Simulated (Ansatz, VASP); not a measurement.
# GaSb in VASP and in Ansatz

```xyz
2
Lattice="0.0000 3.0590 3.0590 3.0590 0.0000 3.0590 3.0590 3.0590 0.0000" Properties=species:S:1:pos:R:3 pbc="T T T"
Ga    0.0000    0.0000    0.0000
Sb    4.5885    4.5885    4.5885
```

Alike in both runs: task electric field gradients; functional PBE; k mesh 12 × 12 × 12; occupations fermi-dirac, width 0.08 eV; no spin polarisation.

|  | VASP | Ansatz |
| --- | --- | --- |
| version | VASP 6.6.1 | Ansatz 0.2.0 |
| potentials or method | VASP PAW PBE potentials, release 64 (Ga_d, Sb) | PAW with Ansatz's default frozen-core files, scalar-relativistic |
| plane-wave cutoff (eV) | 520 | 420 |
| valence electrons in the cell | 18 | 28 |

```tsv
	VASP	Ansatz	Ansatz less VASP
pressure (GPa)	2.4	2.3	-0.09
```

VASP's potentials hold 18 valence electrons a cell and Ansatz's 28, so a difference there can come from the potentials and not from the codes.

Spin-orbit coupling is off throughout.
